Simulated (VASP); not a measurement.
# RbCl (rocksalt type) (Fm-3m) in VASP: notebook

The runs below take RbCl (rocksalt type) through electric field gradients, density of states, with PBE.

Program: VASP 6.6.1. These are calculated values, not measurements. Logs are shortened: lines on timing, memory, paths and dates and some standing lists are left out, and cuts for length are marked.

### 1 The cell of the first run

Symmetry: Fm-3m, No. 225, cubic system. Conventional cell: a = 6.753 Å, b = 6.753 Å, c = 6.753 Å, α = 90.00°, β = 90.00°, γ = 90.00°. Rb (site symmetry m-3m) has 6 Cl at 3.38 Å within 4.4 Å. Cl (site symmetry m-3m) has 6 Rb at 3.38 Å within 4.4 Å.

### 2 Electric field gradients, PBE (volume scaled by 1.025)

INCAR

```
  PREC = Accurate
  ENCUT = 400
  EDIFF = 1E-8
  ISMEAR = -1
  SIGMA = 0.05
  LREAL = F
  LASPH = T
  NELM = 120
  ALGO = Normal
  ISIF = 2
  LWAVE = F
  LCHARG = F
  GGA = PE
  LEFG = T
  NBANDS = 15
  GGA_COMPAT = F
```

KPOINTS

```
Automatic mesh
0
Gamma
  10 10 10
```

POSCAR

```
RbCl
1.0
    0.0000000000      3.3766404364      3.3766404364
    3.3766404364      0.0000000000      3.3766404364
    3.3766404364      3.3766404364      0.0000000000
Rb Cl
1 1
Direct
    0.0000000000      0.0000000000      0.0000000000
    0.5000000000      0.5000000000      0.5000000000
```

Potentials or basis: VASP PAW PBE potentials, release 64 (Rb_sv, Cl).

Run with:

```
cat potpaw_PBE.64/Rb_sv/POTCAR potpaw_PBE.64/Cl/POTCAR > POTCAR
mpirun -np 1 vasp_std > vasp.out
```

OUTCAR:

```text
PREC = Accurate
   ENCUT = 400
   EDIFF = 1E-8
   ISMEAR = -1
   LREAL = F
   LASPH = T
   NELM = 120
   ISIF = 2
   GGA = PE

 ion  position               nearest neighbor table
   1  0.000  0.000  0.000-   2 3.38   2 3.38   2 3.38   2 3.38   2 3.38   2 3.38
   2  0.500  0.500  0.500-   1 3.38   1 3.38   1 3.38   1 3.38   1 3.38   1 3.38

  LATTYP: Found a face centered cubic cell.
 ALAT       =     6.7532808728

  Lattice vectors:

 A1 = (   0.0000000000,   3.3766404364,   3.3766404364)
 A2 = (   3.3766404364,   0.0000000000,   3.3766404364)
 A3 = (   3.3766404364,   3.3766404364,   0.0000000000)

Analysis of symmetry for initial positions (statically):
=====================================================================
 Subroutine PRICEL returns:
 Original cell was already a primitive cell.

 Routine SETGRP: Setting up the symmetry group for a
 face centered cubic supercell.

 Subroutine GETGRP returns: Found 48 space group operations
 (whereof 48 operations were pure point group operations)
 out of a pool of 48 trial point group operations.

The static configuration has the point symmetry O_h .

Analysis of symmetry for dynamics (positions and initial velocities):
=====================================================================
 Subroutine PRICEL returns:
 Original cell was already a primitive cell.

 Routine SETGRP: Setting up the symmetry group for a
 face centered cubic supercell.

 Subroutine GETGRP returns: Found 48 space group operations
 (whereof 48 operations were pure point group operations)
 out of a pool of 48 trial point group operations.

The dynamic configuration has the point symmetry O_h .

 Subroutine INISYM returns: Found 48 space group operations
 (whereof 48 operations are pure point group operations),
 and found     1 'primitive' translations

----------------------------------------------------------------------------------------

                                     Primitive cell

  volume of cell :      76.9989

  direct lattice vectors                    reciprocal lattice vectors
     0.000000000  3.376640436  3.376640436    -0.148076175  0.148076175  0.148076175
     3.376640436  0.000000000  3.376640436     0.148076175 -0.148076175  0.148076175
     3.376640436  3.376640436  0.000000000     0.148076175  0.148076175 -0.148076175

  length of vectors
[... 133 lines left out ...]
 fundamental gap:      4.7586162223
 Fermi energy:        -1.0683179510

 k-point     1 :       0.0000    0.0000    0.0000
  band No.  band energies     occupation
      1     -26.2632      2.00000
      2     -14.0848      2.00000
      3     -10.3121      2.00000
      4     -10.3121      2.00000
      5     -10.3121      2.00000
      6      -2.1491      2.00000
      7      -2.1491      2.00000
      8      -2.1491      2.00000
      9       2.6096      0.00000
     10       5.7810      0.00000
     11       5.7810      0.00000
     12       5.7810      0.00000
     13       6.7159      0.00000
     14       6.7159      0.00000
[... 401 lines left out ...]
      2     -14.0726      2.00000
      3     -10.4073      2.00000
      4     -10.3680      2.00000
      5     -10.3666      2.00000
      6      -2.5968      2.00000
      7      -2.2828      2.00000
      8      -2.2606      2.00000
      9       4.4468      0.00000
     10       4.8248      0.00000
     11       7.5829      0.00000
     12       7.6876      0.00000
     13       8.2103      0.00000
     14       8.2577      0.00000
     15       8.8929      0.00000

 [... further k-points ...]

------------------------ aborting loop because EDIFF is reached ----------------------------------------

  FORCE on cell =-STRESS in cart. coord.  units (eV):
  Direction    XX          YY          ZZ          XY          YZ          ZX
  --------------------------------------------------------------------------------------
  -------------------------------------------------------------------------------------
  Total       -0.1577626     -0.1577626     -0.1577626      0.0000000      0.0000000      0.0000000
  in kB       -3.2826915     -3.2826915     -3.2826915      0.0000000      0.0000000      0.0000000
  external PRESSURE =      -3.2826915 kB  Pullay stress =       0.0000000 kB

 VOLUME and BASIS-vectors are now :
 -----------------------------------------------------------------------------
  energy-cutoff  :      400.00
  volume of cell :       77.00
      direct lattice vectors                 reciprocal lattice vectors
     0.000000000  3.376640436  3.376640436    -0.148076175  0.148076175  0.148076175
     3.376640436  0.000000000  3.376640436     0.148076175 -0.148076175  0.148076175
     3.376640436  3.376640436  0.000000000     0.148076175  0.148076175 -0.148076175

 POSITION                                       TOTAL-FORCE (eV/Angst)
 -----------------------------------------------------------------------------------
      0.00000      0.00000      0.00000        -0.000000      0.000000     -0.000000
      3.37664      3.37664      3.37664         0.000000     -0.000000      0.000000
 -----------------------------------------------------------------------------------
    total drift:                                0.000000     -0.000000     -0.000000

  FREE ENERGIE OF THE ION-ELECTRON SYSTEM (eV)
  ---------------------------------------------------
  free  energy   TOTEN  =        -6.6743969535 eV

  energy  without entropy=       -6.6743969534  energy(sigma->0) =       -6.67439695

 Electric field gradients (V/A^2)
---------------------------------------------------------------------
 ion       V_xx      V_yy      V_zz      V_xy      V_xz      V_yz
---------------------------------------------------------------------
   1      -0.000    -0.000     0.000    -0.000    -0.000    -0.000
   2      -0.000     0.000    -0.000    -0.001    -0.001    -0.001
---------------------------------------------------------------------

 Electric field gradients after diagonalization (V/A^2)
 (convention: |V_zz| > |V_xx| > |V_yy|)
----------------------------------------------------------------------
 ion       V_xx      V_yy      V_zz     asymmetry (V_yy - V_xx)/ V_zz
----------------------------------------------------------------------
   1       0.000     0.000    -0.000       0.000
   2       0.001     0.001    -0.002       0.000
----------------------------------------------------------------------

           NMR quadrupolar parameters

 Cq : quadrupolar parameter    Cq=e*Q*V_zz/h
 eta: asymmetry parameters     (V_yy - V_xx)/ V_zz
 Q  : nuclear electric quadrupole moment in mb (millibarn)
----------------------------------------------------------------------
 ion       Cq(MHz)       eta       Q (mb)
----------------------------------------------------------------------
   1      -0.000       0.000       1.000
   2      -0.000       0.000       1.000
----------------------------------------------------------------------
```

OSZICAR:

```text
N       E                     dE             d eps       ncg     rms          rms(c)
DAV:   1     0.741696777126E+02    0.74170E+02   -0.58229E+03  1410   0.745E+02
DAV:   2    -0.182026109749E+01   -0.75990E+02   -0.69432E+02  2035   0.154E+02
DAV:   3    -0.693963055351E+01   -0.51194E+01   -0.50907E+01  1873   0.406E+01
DAV:   4    -0.706274895258E+01   -0.12312E+00   -0.12310E+00  2067   0.653E+00
DAV:   5    -0.706419933702E+01   -0.14504E-02   -0.14504E-02  1967   0.595E-01    0.285E+00
DAV:   6    -0.668339293310E+01    0.38081E+00   -0.52747E-01  1760   0.342E+00    0.214E+00
DAV:   7    -0.665781209962E+01    0.25581E-01   -0.12515E-01  1900   0.179E+00    0.134E+00
DAV:   8    -0.667252938080E+01   -0.14717E-01   -0.18372E-02  1773   0.815E-01    0.191E-01
DAV:   9    -0.667371425458E+01   -0.11849E-02   -0.18077E-03  1907   0.217E-01    0.105E-01
DAV:  10    -0.667437169156E+01   -0.65744E-03   -0.56592E-04  1522   0.147E-01    0.165E-02
DAV:  11    -0.667439143648E+01   -0.19745E-04   -0.34649E-05  1795   0.361E-02    0.149E-02
DAV:  12    -0.667439716873E+01   -0.57323E-05   -0.15105E-05  1557   0.206E-02    0.467E-03
DAV:  13    -0.667439698819E+01    0.18054E-06   -0.33947E-07  2004   0.358E-03    0.230E-03
DAV:  14    -0.667439696242E+01    0.25772E-07   -0.17874E-07  1557   0.253E-03    0.166E-04
DAV:  15    -0.667439695354E+01    0.88810E-08   -0.39168E-09  1545   0.448E-04
   1 F= -.66743970E+01 E0= -.66743970E+01  d E =-.117420E-09
```

stdout:

```text
POSCAR found type information on POSCAR RbCl
 POSCAR found :  2 types and       2 ions
 scaLAPACK will be used
 LDA part: xc-table for (Slater+PW92), standard interpolation
 POSCAR, INCAR and KPOINTS ok, starting setup
 FFT: planning ... GRIDC
 FFT: planning ... GRID_SOFT
 FFT: planning ... GRID
 WAVECAR not read
 entering main loop
ion   1

ion   2
```

Run time: 25 s. Hardware: 1 thread of AMD EPYC 9R14 (Zen 4), shared host; peak memory 0.15 GiB.

Results:

| Property | Result |
| --- | --- |
| Free energy | -6.6744 eV |
| Pressure | -0.3 GPa |
| Band gap on the k mesh | 4.76 eV, direct |

Caveat: without QUAD_EFG the Cq values of the log hold for a quadrupole moment of 1 mb, not for the nuclei. A k mesh can miss the band edges.

### 3 Electric field gradients, PBE (volume scaled by 1.05)

INCAR

```
PREC = Accurate
ENCUT = 400
EDIFF = 1E-8
ISMEAR = -1
SIGMA = 0.05
LREAL = False
LASPH = True
NELM = 120
ALGO = Normal
ISIF = 2
LWAVE = False
LCHARG = False
GGA = PE
LEFG = True
NBANDS = 15
GGA_COMPAT = False
```

KPOINTS

```
regular mesh
0
Gamma
  10 10 10
```

POSCAR

```
RbCl
1.0
    0.0000000000      3.4038725837      3.4038725837
    3.4038725837      0.0000000000      3.4038725837
    3.4038725837      3.4038725837      0.0000000000
Rb Cl
1 1
Direct
    0.0000000000      0.0000000000      0.0000000000
    0.5000000000      0.5000000000      0.5000000000
```

Potentials or basis: VASP PAW PBE potentials, release 64 (Rb_sv, Cl).

Run with:

```
cat potpaw_PBE.64/Rb_sv/POTCAR potpaw_PBE.64/Cl/POTCAR > POTCAR
mpirun -np 1 vasp_std > vasp.out
```

OUTCAR:

```text
PREC = Accurate
   ENCUT = 400
   EDIFF = 1E-8
   ISMEAR = -1
   LREAL = False
   LASPH = True
   NELM = 120
   ISIF = 2
   GGA = PE

 ion  position               nearest neighbor table
   1  0.000  0.000  0.000-   2 3.40   2 3.40   2 3.40   2 3.40   2 3.40   2 3.40
   2  0.500  0.500  0.500-   1 3.40   1 3.40   1 3.40   1 3.40   1 3.40   1 3.40

  LATTYP: Found a face centered cubic cell.
 ALAT       =     6.8077451674

  Lattice vectors:

 A1 = (   0.0000000000,   3.4038725837,   3.4038725837)
 A2 = (   3.4038725837,   0.0000000000,   3.4038725837)
 A3 = (   3.4038725837,   3.4038725837,   0.0000000000)

Analysis of symmetry for initial positions (statically):
=====================================================================
 Subroutine PRICEL returns:
 Original cell was already a primitive cell.

 Routine SETGRP: Setting up the symmetry group for a
 face centered cubic supercell.

 Subroutine GETGRP returns: Found 48 space group operations
 (whereof 48 operations were pure point group operations)
 out of a pool of 48 trial point group operations.

The static configuration has the point symmetry O_h .

Analysis of symmetry for dynamics (positions and initial velocities):
=====================================================================
 Subroutine PRICEL returns:
 Original cell was already a primitive cell.

 Routine SETGRP: Setting up the symmetry group for a
 face centered cubic supercell.

 Subroutine GETGRP returns: Found 48 space group operations
 (whereof 48 operations were pure point group operations)
 out of a pool of 48 trial point group operations.

[... 574 lines left out ...]
      5     -10.5018      2.00000
      6      -2.6602      2.00000
      7      -2.3573      2.00000
      8      -2.3359      2.00000
      9       4.3672      0.00000
     10       4.6464      0.00000
     11       7.4458      0.00000
     12       7.4922      0.00000
     13       8.0231      0.00000
     14       8.0821      0.00000
     15       8.6815      0.00000

 [... further k-points ...]

------------------------ aborting loop because EDIFF is reached ----------------------------------------

  FORCE on cell =-STRESS in cart. coord.  units (eV):
  Direction    XX          YY          ZZ          XY          YZ          ZX
  --------------------------------------------------------------------------------------
  -------------------------------------------------------------------------------------
  Total       -0.3028161     -0.3028161     -0.3028161      0.0000000      0.0000000     -0.0000000
  in kB       -6.1509140     -6.1509140     -6.1509140      0.0000000      0.0000000     -0.0000000
  external PRESSURE =      -6.1509140 kB  Pullay stress =       0.0000000 kB

 VOLUME and BASIS-vectors are now :
 -----------------------------------------------------------------------------
  energy-cutoff  :      400.00
  volume of cell :       78.88
      direct lattice vectors                 reciprocal lattice vectors
     0.000000000  3.403872584  3.403872584    -0.146891515  0.146891515  0.146891515
     3.403872584  0.000000000  3.403872584     0.146891515 -0.146891515  0.146891515
     3.403872584  3.403872584  0.000000000     0.146891515  0.146891515 -0.146891515

 POSITION                                       TOTAL-FORCE (eV/Angst)
 -----------------------------------------------------------------------------------
      0.00000      0.00000      0.00000         0.000000     -0.000000     -0.000000
      3.40387      3.40387      3.40387        -0.000000      0.000000      0.000000
 -----------------------------------------------------------------------------------
    total drift:                                0.000000     -0.000000     -0.000000

  FREE ENERGIE OF THE ION-ELECTRON SYSTEM (eV)
  ---------------------------------------------------
  free  energy   TOTEN  =        -6.6692206023 eV

  energy  without entropy=       -6.6692206023  energy(sigma->0) =       -6.66922060

 Electric field gradients (V/A^2)
---------------------------------------------------------------------
 ion       V_xx      V_yy      V_zz      V_xy      V_xz      V_yz
---------------------------------------------------------------------
   1       0.000     0.000    -0.000    -0.000    -0.000    -0.000
   2       0.000     0.000    -0.000    -0.001    -0.001    -0.001
---------------------------------------------------------------------

 Electric field gradients after diagonalization (V/A^2)
 (convention: |V_zz| > |V_xx| > |V_yy|)
----------------------------------------------------------------------
 ion       V_xx      V_yy      V_zz     asymmetry (V_yy - V_xx)/ V_zz
----------------------------------------------------------------------
   1       0.000     0.000    -0.000       0.000
   2       0.001     0.001    -0.002       0.000
----------------------------------------------------------------------

           NMR quadrupolar parameters

 Cq : quadrupolar parameter    Cq=e*Q*V_zz/h
 eta: asymmetry parameters     (V_yy - V_xx)/ V_zz
 Q  : nuclear electric quadrupole moment in mb (millibarn)
----------------------------------------------------------------------
 ion       Cq(MHz)       eta       Q (mb)
----------------------------------------------------------------------
   1      -0.000       0.000       1.000
   2      -0.000       0.000       1.000
----------------------------------------------------------------------
```

stdout:

```text
POSCAR found type information on POSCAR RbCl
 POSCAR found :  2 types and       2 ions
 scaLAPACK will be used
 LDA part: xc-table for (Slater+PW92), standard interpolation
 POSCAR, INCAR and KPOINTS ok, starting setup
 FFT: planning ... GRIDC
 FFT: planning ... GRID_SOFT
 FFT: planning ... GRID
 WAVECAR not read
 entering main loop
ion   1

ion   2
```

Run time: 27 s. Hardware: 1 thread of AMD EPYC 9R14 (Zen 4), shared host; peak memory 0.15 GiB.

Results:

```yaml
Free_energy: -6.6692 eV
Pressure: -0.6 GPa
Band_gap_on_the_k_mesh: 4.69 eV, direct
```

Caveat: without QUAD_EFG the Cq values of the log hold for a quadrupole moment of 1 mb, not for the nuclei. A k mesh can miss the band edges.

[end of part 1 of 2]
